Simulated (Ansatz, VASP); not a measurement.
This is a calculation of CoSn for Ansatz 0.2.0.

Contents of input.yaml:

```yaml
crystal:
  lattice:
    - [5.2460399276, 0.0, 0.0]
    - [-2.6230199638, 4.5432038466, 0.0]
    - [0.0, 0.0, 4.1875903]
  atoms:
    - { symbol: Sn, position: [0.0, 0.0, 0.0] }
    - { symbol: Sn, position: [0.3333333333, 0.6666666667, 0.5] }
    - { symbol: Sn, position: [0.6666666667, 0.3333333333, 0.5] }
    - { symbol: Co, position: [0.5, 0.0, 0.0] }
    - { symbol: Co, position: [0.5, 0.5, 0.0] }
    - { symbol: Co, position: [0.0, 0.5, 0.0] }
hamiltonian:
  xc: pbesol
  pseudopotentials: { kind: paw }
magnetization:
  spin_polarized: true
  initial_magnetization: 0.0
  spin_locking: { lock_magnetization: hard }
kpoints:
  mp_grid: { grid: [5, 5, 6] }
scf:
  occupations: { method: fermi_dirac, width: 0.05 }
  lower_state_search: "off"
output:
  forces: true
  stress: true
  eigenvalues: true
```

Potentials or basis: Ansatz PAW.

Command:

```console
$ ansatz run input.yaml --threads 2 --pin off --max-ram 5632MiB --backend cpu --events-out ev --progress --plain --runs-dir out
```

Set up the same calculation for VASP 6.6.1. Potentials there: VASP PAW PBE potentials, release 64 (Sn_d, Co).

As run (the cutoff follows the program's own potentials):

INCAR

```
PREC = Accurate ; ENCUT = 520
EDIFF = 1E-7 ; ISMEAR = -1
SIGMA = 0.05 ; LREAL = False
LASPH = True ; NELM = 150
ALGO = Normal ; ISIF = 2
LWAVE = False ; LCHARG = False
ISPIN = 2 ; MAGMOM = 0 0 0 0 0 0
LORBIT = 11 ; NUPDOWN = 0.0
LMAXMIX = 4 ; GGA = PS
NBANDS = 48
```

File KPOINTS:

```
regular mesh
0
Gamma
  5 5 6
```

POSCAR

```
CoSn
1.0
    5.2460399276      0.0000000000      0.0000000000
   -2.6230199638      4.5432038466      0.0000000000
    0.0000000000      0.0000000000      4.1875903000
Sn Co
3 3
Direct
    0.0000000000      0.0000000000      0.0000000000
    0.3333333333      0.6666666667      0.5000000000
    0.6666666667      0.3333333333      0.5000000000
    0.5000000000      0.0000000000      0.0000000000
    0.5000000000      0.5000000000      0.0000000000
    0.0000000000      0.5000000000      0.0000000000
```

Potentials or basis: VASP PAW PBE potentials, release 64 (Sn_d, Co).

Run with:

```sh
$ cat potpaw_PBE.64/Sn_d/POTCAR potpaw_PBE.64/Co/POTCAR > POTCAR
$ mpirun -np 1 vasp_std > vasp.out
```

Both were run:

|  | VASP | Ansatz | Ansatz less VASP |
| --- | --- | --- | --- |
| pressure (GPa) | -2.0 | -1.9 | +0.05 |
| traceless stress, the component that is largest in VASP (GPa) | 0.41 | 0.47 | +0.060 |
| net moment per atom (μB) | 0.00 | 0.00 | 0.000 |

VASP's potentials were made for PBE, not for PBEsol. VASP's potentials hold 69 valence electrons a cell and Ansatz's 93, so a difference there can come from the potentials and not from the codes.
